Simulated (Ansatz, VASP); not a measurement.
CdS: VASP beside Ansatz

```xyz
4
Lattice="3.9564 0.0000 0.0000 -1.9782 3.4263 0.0000 0.0000 0.0000 6.4642" Properties=species:S:1:pos:R:3 pbc="T T T"
Cd    0.0000    2.2842   -0.0002
Cd    1.9782    1.1421    3.2318
S     0.0000    2.2842    2.4243
S     1.9782    1.1421    5.6564
```

Alike in both runs: task single point; functional LDA; k mesh 6 × 6 × 4; no spin polarisation.

```csv
,VASP,Ansatz
version,VASP 6.6.1,Ansatz 0.2.0
potentials or method,"VASP PAW LDA potentials, release 64 (Cd, S), cutoff 520 eV","all-electron LAPW, scalar-relativistic"
occupations,"gaussian, width 0.01 eV",fixed
```

|  | VASP | Ansatz | Ansatz less VASP |
| --- | --- | --- | --- |
| gap on the k mesh at the Fermi level (eV) | 1.24 | 1.20 | -0.038 |
| pressure (GPa) | 7.8 | 7.0 | -0.75 |

LDA's correlation is that of Perdew and Zunger in VASP and of Perdew and Wang (1992) in Ansatz. Ansatz ran all-electron here, and VASP with PAW potentials.
